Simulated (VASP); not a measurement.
# Rb4O (Pm-3m) in VASP: a series of runs

Rb4O is run at these levels: PBE; tasks: single point.

All numbers are computed with VASP 6.6.1; they aren't measurements. Logs are shortened: lines on timing, memory, paths and dates and some standing lists are left out, and cuts for length are marked.

### 1 The cell of the first run

The structure is cubic, space group Pm-3m (No. 221). Conventional cell: a = 5.658 Å, b = 5.658 Å, c = 5.658 Å, α = 90.00°, β = 90.00°, γ = 90.00°. Rb (site symmetry 4/mmm) has 2 O at 2.83 Å within 3.7 Å. Rb (site symmetry m-3m) has 12 Rb at 4.00 Å and 8 O at 4.90 Å within 5.3 Å. Within 3.7 Å of O (site symmetry m-3m) lie 6 Rb at 2.83 Å.

The cell was generated, and may not be a known phase.

### 2 Single point, PBE

INCAR

```
  PREC = Accurate
  ENCUT = 520
  EDIFF = 1E-6
  ISMEAR = 0
  SIGMA = 0.1
  LREAL = F
  LASPH = T
  NELM = 100
  ALGO = Normal
  ISIF = 2
  LWAVE = F
  LCHARG = F
  GGA = PE
  NBANDS = 29
```

KPOINTS

```
Automatic mesh
0
Gamma
  4 4 4
```

POSCAR

```
Rb4O
1.0
    5.6583197800      0.0000000000      0.0000000000
    0.0000000000      5.6583197800      0.0000000000
    0.0000000000      0.0000000000      5.6583197800
Rb O
4 1
Direct
    0.0000000000      0.5000000000      0.5000000000
    0.5000000000      0.0000000000      0.5000000000
    0.5000000000      0.5000000000      0.0000000000
    0.0000000000      0.0000000000      0.0000000000
    0.5000000000      0.5000000000      0.5000000000
```

Potentials or basis: VASP PAW PBE potentials, release 64 (Rb_sv, O).

Command:

```console
$ cat potpaw_PBE.64/Rb_sv/POTCAR potpaw_PBE.64/O/POTCAR > POTCAR
$ mpirun -np 1 vasp_std > vasp.out
```

OUTCAR:

```text
PREC = Accurate
   ENCUT = 520
   EDIFF = 1E-6
   ISMEAR = 0
   LREAL = F
   LASPH = T
   NELM = 100
   ISIF = 2
   GGA = PE

 ion  position               nearest neighbor table
   1  0.000  0.500  0.500-   5 2.83   5 2.83   4 4.00   2 4.00   3 4.00   4 4.00   2 4.00   4 4.00
                             4 4.00   2 4.00   3 4.00   3 4.00   3 4.00   2 4.00
   2  0.500  0.000  0.500-   5 2.83   5 2.83   4 4.00   1 4.00   3 4.00   4 4.00   1 4.00   3 4.00
                             3 4.00   3 4.00   1 4.00   4 4.00   4 4.00   1 4.00
   3  0.500  0.500  0.000-   5 2.83   5 2.83   4 4.00   1 4.00   1 4.00   2 4.00   2 4.00   2 4.00
                             4 4.00   2 4.00   1 4.00   4 4.00   1 4.00   4 4.00
   4  0.000  0.000  0.000-   1 4.00   2 4.00   3 4.00   1 4.00   2 4.00   1 4.00   3 4.00   1 4.00
                             2 4.00   3 4.00   2 4.00   3 4.00
   5  0.500  0.500  0.500-   1 2.83   2 2.83   3 2.83   3 2.83   2 2.83   1 2.83

  LATTYP: Found a simple cubic cell.
 ALAT       =     5.6583197800

  Lattice vectors:

 A1 = (   5.6583197800,   0.0000000000,   0.0000000000)
 A2 = (   0.0000000000,   5.6583197800,   0.0000000000)
 A3 = (   0.0000000000,   0.0000000000,   5.6583197800)

Analysis of symmetry for initial positions (statically):
=====================================================================
 Subroutine PRICEL returns:
 Original cell was already a primitive cell.

 Routine SETGRP: Setting up the symmetry group for a
 simple cubic supercell.

 Subroutine GETGRP returns: Found 48 space group operations
 (whereof 48 operations were pure point group operations)
 out of a pool of 48 trial point group operations.

The static configuration has the point symmetry O_h .

Analysis of symmetry for dynamics (positions and initial velocities):
=====================================================================
 Subroutine PRICEL returns:
 Original cell was already a primitive cell.

 Routine SETGRP: Setting up the symmetry group for a
 simple cubic supercell.

 Subroutine GETGRP returns: Found 48 space group operations
 (whereof 48 operations were pure point group operations)
 out of a pool of 48 trial point group operations.

The dynamic configuration has the point symmetry O_h .

 Subroutine INISYM returns: Found 48 space group operations
 (whereof 48 operations are pure point group operations),
 and found     1 'primitive' translations

----------------------------------------------------------------------------------------

                                     Primitive cell

[... 83 lines left out ...]
   EDIFFG = 0.1E-04   stopping-criterion for IOM
   NSW    =      0    number of steps for IOM
   IBRION =     -1    ionic relax: 0-MD 1-quasi-New 2-CG
   NFREE  =      0    steps in history (QN), initial steepest desc. (CG)
   ISIF   =      2    stress and relaxation
   ISYM   =      2    0-nonsym 1-usesym 2-fastsym
   POTIM  = 0.5000    time-step for ionic-motion
   TEBEG  =    0.0;   TEEND  =   0.0 temperature during run
   PSTRESS=    0.0 pullay stress
   NELECT =      42.0000    total number of electrons
   NUPDOWN=      -1.0000    fix difference up-down
   EMIN   =  10.00;   EMAX   =-10.00  energy-range for DOS
   EFERMI =   0.00;   METHOD = LEGACY
   ISMEAR =     0;   SIGMA  =   0.10  broadening in eV -4-tet -1-fermi 0-gaus
   EFERMI_NEDOS =   21; number of points for ismear=-14 and -15
   IALGO  =     38    algorithm
   IMIX   =      4    mixing-type and parameters
     AMIX     =   0.40;   BMIX     =  1.00
     AMIX_MAG =   1.60;   BMIX_MAG =  1.00
  volume/ion in A,a.u.               =      36.23       244.51
  Fermi-wavevector in a.u.,A,eV,Ry     =   1.005705  1.900506 13.761501  1.011442
  Thomas-Fermi vector in A             =   2.138401
   LORBIT       =      0    0 simple, 1 ext, 2 COOP (PROOUT), +10 PAW based schemes
   GGA     = PE    functional components
   LHFCALC =     F    Hartree Fock is set to
   AEXX    =    0.0000 exact exchange contribution
   IVDW    =     0    specifies the selected vdW correction
   LEPSILON=     F    determine dielectric tensor
   LRPA    =     F    only Hartree local field effects (RPA)
 non-spin polarized calculation
 Gauss-broadening in eV      SIGMA  =   0.10
  energy-cutoff  :      520.00
  volume of cell :      181.16
 maximum number of plane-waves:      4945
   NGX = 21   NGY = 21   NGZ = 21

 number of electron      41.9999992 magnetization

 Free energy of the ion-electron system (eV)
  ---------------------------------------------------
  ext. energy  EPLUGINS =         0.00000000
  ---------------------------------------------------
  free energy    TOTEN  =       -10.11993429 eV

  energy without entropy =      -10.10239020  energy(sigma->0) =      -10.11116225

 E-fermi :   2.0775     XC(G=0):  -7.6403

 val. band max:        2.0470251209   @ k =   0.5000   0.5000   0.5000
 cond. band min:       2.1258540068   @ k =   0.5000   0.5000   0.2500
 fundamental gap:      0.0788288859
 Fermi energy:         2.0774639611

 k-point     1 :       0.0000    0.0000    0.0000
  band No.  band energies     occupation
      1     -27.3673      2.00000
      2     -25.9706      2.00000
      3     -25.8855      2.00000
      4     -25.8855      2.00000
      5     -13.4163      2.00000
      6     -11.5566      2.00000
[... 309 lines left out ...]
     28       5.6284      0.00000
     29       5.6284      0.00000

------------------------ aborting loop because EDIFF is reached ----------------------------------------

  FORCE on cell =-STRESS in cart. coord.  units (eV):
  Direction    XX          YY          ZZ          XY          YZ          ZX
  --------------------------------------------------------------------------------------
  -------------------------------------------------------------------------------------
  Total        4.0770253      4.0770253      4.0770253      0.0000000     -0.0000000      0.0000000
  in kB       36.0571610     36.0571610     36.0571610      0.0000000     -0.0000000      0.0000000
  external PRESSURE =      36.0571610 kB  Pullay stress =       0.0000000 kB

 VOLUME and BASIS-vectors are now :
 -----------------------------------------------------------------------------
  energy-cutoff  :      520.00
  volume of cell :      181.16
      direct lattice vectors                 reciprocal lattice vectors
     5.658319780  0.000000000  0.000000000     0.176730909  0.000000000  0.000000000
     0.000000000  5.658319780  0.000000000     0.000000000  0.176730909  0.000000000
     0.000000000  0.000000000  5.658319780     0.000000000  0.000000000  0.176730909

 POSITION                                       TOTAL-FORCE (eV/Angst)
 -----------------------------------------------------------------------------------
      0.00000      2.82916      2.82916         0.000000      0.000000      0.000000
      2.82916      0.00000      2.82916         0.000000      0.000000      0.000000
      2.82916      2.82916      0.00000         0.000000      0.000000      0.000000
      0.00000      0.00000      0.00000         0.000000      0.000000      0.000000
      2.82916      2.82916      2.82916         0.000000      0.000000      0.000000
 -----------------------------------------------------------------------------------
    total drift:                                0.000000     -0.000000     -0.000000

  FREE ENERGIE OF THE ION-ELECTRON SYSTEM (eV)
  ---------------------------------------------------
  free  energy   TOTEN  =       -10.1199342942 eV

  energy  without entropy=      -10.1023901965  energy(sigma->0) =      -10.11116225
```

OSZICAR:

```text
N       E                     dE             d eps       ncg     rms          rms(c)
DAV:   1     0.275464615388E+03    0.27546E+03   -0.19085E+04   580   0.127E+03
DAV:   2     0.315813233033E+01   -0.27231E+03   -0.26714E+03   790   0.253E+02
DAV:   3    -0.156903525006E+02   -0.18848E+02   -0.18751E+02   705   0.693E+01
DAV:   4    -0.163969235438E+02   -0.70657E+00   -0.70515E+00   918   0.994E+00
DAV:   5    -0.164066525988E+02   -0.97291E-02   -0.97277E-02   713   0.133E+00    0.119E+01
DAV:   6    -0.107979112566E+02    0.56087E+01   -0.35011E+01   645   0.174E+01    0.864E+00
DAV:   7    -0.104504989571E+02    0.34741E+00   -0.26282E+00   683   0.625E+00    0.421E+00
DAV:   8    -0.101287969185E+02    0.32170E+00   -0.11799E+00   751   0.450E+00    0.119E+00
DAV:   9    -0.101217669445E+02    0.70300E-02   -0.28217E-01   702   0.157E+00    0.494E-01
DAV:  10    -0.101219426921E+02   -0.17575E-03   -0.76422E-02   725   0.754E-01    0.302E-01
DAV:  11    -0.101201486074E+02    0.17941E-02   -0.28345E-02   705   0.407E-01    0.960E-02
DAV:  12    -0.101199112825E+02    0.23732E-03   -0.33218E-03   756   0.162E-01    0.435E-02
DAV:  13    -0.101199661202E+02   -0.54838E-04   -0.34845E-04   846   0.642E-02    0.413E-02
DAV:  14    -0.101199387182E+02    0.27402E-04   -0.10352E-04   651   0.263E-02    0.161E-02
DAV:  15    -0.101199354202E+02    0.32980E-05   -0.19878E-05   791   0.179E-02    0.105E-02
DAV:  16    -0.101199347295E+02    0.69067E-06   -0.27358E-05   609   0.128E-02    0.513E-03
DAV:  17    -0.101199342942E+02    0.43529E-06   -0.23433E-06   437   0.484E-03
   1 F= -.10119934E+02 E0= -.10111162E+02  d E =-.175441E-01
```

stdout:

```text
POSCAR found type information on POSCAR RbO
 POSCAR found :  2 types and       5 ions
 scaLAPACK will be used
 LDA part: xc-table for (Slater+PW92), standard interpolation
 POSCAR, INCAR and KPOINTS ok, starting setup
 FFT: planning ... GRIDC
 FFT: planning ... GRID_SOFT
 FFT: planning ... GRID
 WAVECAR not read
 entering main loop
```

Run time: 47 s. Hardware: 1 thread of Intel Xeon Platinum 8559C (Emerald Rapids), shared host; peak memory 0.24 GiB.

Results:

* Free energy: -10.1199 eV
* Pressure: 3.6 GPa
* Band gap on the k mesh: zero (bands 21 and 22 overlap by 0.43 eV)

Caveat: the cell stands under pressure.

### 3 Single point, PBE

This run uses another cell than the first one, of 46.38 Å³/atom.

INCAR

```
SYSTEM = Rb4O
PREC = Accurate ; ENCUT = 520
EDIFF = 1E-6 ; ISMEAR = 0
SIGMA = 0.1 ; LREAL = .FALSE.
LASPH = .TRUE. ; NELM = 100
ALGO = Normal ; ISIF = 2
LWAVE = .FALSE. ; LCHARG = .TRUE.
GGA = PE ; LELF = .TRUE.
LVHAR = .TRUE. ; NBANDS = 29
```

KPOINTS

```
Automatic mesh
0
G
  4 4 4
  0 0 0
```

POSCAR, as its differences from that of step 2:

```diff
@@ -2,5 +2,5 @@
 1.0
-    5.6583197800      0.0000000000      0.0000000000
-    0.0000000000      5.6583197800      0.0000000000
-    0.0000000000      0.0000000000      5.6583197800
+    6.1437910960      0.0000000000      0.0000000000
+    0.0000000000      6.1437910960      0.0000000000
+    0.0000000000      0.0000000000      6.1437910960
 Rb O
```

Potentials or basis: VASP PAW PBE potentials, release 64 (Rb_sv, O).

Command:

```console
$ cat potpaw_PBE.64/Rb_sv/POTCAR potpaw_PBE.64/O/POTCAR > POTCAR
$ mpirun -np 1 vasp_std > vasp.out
```

Run time: 66 s. Hardware: 1 thread of Intel Xeon Platinum 8559C (Emerald Rapids), shared host; peak memory 0.32 GiB.

It converged, with:

| Property | Result |
| --- | --- |
| Free energy | -10.6279 eV |
| Pressure | 0.1 GPa |
| Band gap on the k mesh | zero (bands 21 and 22 overlap by 0.47 eV) |

Levels at points of the mesh, in eV from the Fermi level:
| k point | band 17 | band 18 | band 19 | band 20 | band 21 | band 22 | band 23 | band 24 | band 25 | band 26 |
| --- | --- | --- | --- | --- | --- | --- | --- | --- | --- | --- |
| (0.00, 0.00, 0.00) | -11.83 | -1.97 | -0.67 | -0.67 | -0.67 | 0.43 | 0.43 | 2.06 | 2.06 | 2.06 |
| (0.50, 0.00, 0.00) | -11.77 | -1.43 | -0.72 | -0.72 | -0.54 | -0.32 | 1.10 | 2.39 | 2.39 | 2.56 |
| (0.50, 0.50, 0.00) | -11.74 | -1.24 | -1.24 | -0.76 | -0.06 | 0.61 | 0.61 | 1.15 | 2.34 | 2.42 |
| (0.50, 0.50, 0.50) | -11.74 | -1.29 | -1.29 | -1.29 | 0.15 | 1.27 | 1.27 | 1.27 | 1.41 | 1.41 |

### 4 Single point, PBE

This run uses another cell than the first one, of 46.99 Å³/atom.

INCAR

```
SYSTEM = Rb4O
  PREC = Accurate
  ENCUT = 520
  EDIFF = 1E-6
  ISMEAR = 0
  SIGMA = 0.1
  LREAL = .FALSE.
  LASPH = .TRUE.
  NELM = 60
  ALGO = Normal
  ISIF = 2
  LWAVE = .FALSE.
  LCHARG = .FALSE.
  GGA = PE
  NBANDS = 29
```

KPOINTS

```
Automatic mesh
0
G
  6 6 6
  0 0 0
```

POSCAR, as its differences from that of step 3:

```diff
@@ -2,5 +2,5 @@
 1.0
-    6.1437910960      0.0000000000      0.0000000000
-    0.0000000000      6.1437910960      0.0000000000
-    0.0000000000      0.0000000000      6.1437910960
+    6.1706666121      0.0000000000      0.0000000000
+    0.0000000000      6.1706666121      0.0000000000
+    0.0000000000      0.0000000000      6.1706666121
 Rb O
```

Command:

```console
$ cat potpaw_PBE.64/Rb_sv/POTCAR potpaw_PBE.64/O/POTCAR > POTCAR
$ mpirun -np 1 vasp_std > vasp.out
```

Run time: 1.7 min. Hardware: 1 thread of Intel Xeon Platinum 8559C (Emerald Rapids), shared host; peak memory 0.36 GiB.

The run converged. Its results:

* Free energy: -10.6449 eV
* Pressure: 0.0 GPa
* Band gap on the k mesh: zero (bands 21 and 22 overlap by 0.47 eV)

Levels at points of the mesh, in eV from the Fermi level:
| k point | band 18 | band 19 | band 20 | band 21 | band 22 | band 23 | band 24 | band 25 |
| --- | --- | --- | --- | --- | --- | --- | --- | --- |
| (0.00, 0.00, 0.00) | -1.92 | -0.62 | -0.62 | -0.62 | 0.48 | 0.48 | 2.10 | 2.10 |
| (0.50, 0.00, 0.00) | -1.38 | -0.67 | -0.67 | -0.50 | -0.29 | 1.14 | 2.41 | 2.41 |
| (0.50, 0.50, 0.00) | -1.18 | -1.18 | -0.71 | -0.04 | 0.63 | 0.63 | 1.18 | 2.37 |
| (0.50, 0.50, 0.50) | -1.23 | -1.23 | -1.23 | 0.18 | 1.30 | 1.30 | 1.30 | 1.42 |

### 5 Overview

```tsv
cell	k mesh	gap on the mesh (eV)	pressure (GPa)
a = 5.658 Å, 5 atoms	4 × 4 × 4	none	3.6
a = 6.144 Å, 5 atoms	4 × 4 × 4	none	0.1
a = 6.171 Å, 5 atoms	6 × 6 × 6	none	0.0
```

Alike in all rows: task single point; level PBE; potentials or basis VASP PAW PBE potentials, release 64 (Rb_sv, O); no spin polarisation; cutoff (eV) 520; smearing gaussian 0.1 eV.

Caveats: the cell stands under pressure (at least some runs).

Total energies depend on the potentials used, so only differences within one code and one set of settings carry meaning.

The gap in the log of VASP goes by the Fermi energy; the results here count the filled bands.